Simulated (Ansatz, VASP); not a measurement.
## Sr in VASP and in Ansatz

```
Sr
1.0
     5.61766    0.00000    0.00000
    -4.16370    3.77117    0.00000
    -0.72698   -1.88559    5.24158
Sr
2
Cartesian
  2.8088 0.0000 2.6208
  0.0000 0.0000 0.0000
```

Alike in both runs: task single point; functional BLYP; k mesh 8 × 8 × 8; occupations fermi-dirac, width 0.3 eV; no spin polarisation.

|  | VASP | Ansatz |
| --- | --- | --- |
| version | VASP 6.6.1 | Ansatz 0.2.0 |
| potentials or method | VASP PAW PBE potentials, release 64 (Sr_sv) | plane waves, PAW |
| plane-wave cutoff (eV) | 520 | 420 |
| valence electrons in the cell | 20 | 20 |

|  | VASP | Ansatz | Ansatz less VASP |
| --- | --- | --- | --- |
| pressure (GPa) | 0.7 | 0.7 | +0.01 |
| traceless stress, the component that is largest in VASP (GPa) | -0.26 | -0.26 | -0.003 |

VASP's potentials were made for PBE, not for BLYP.
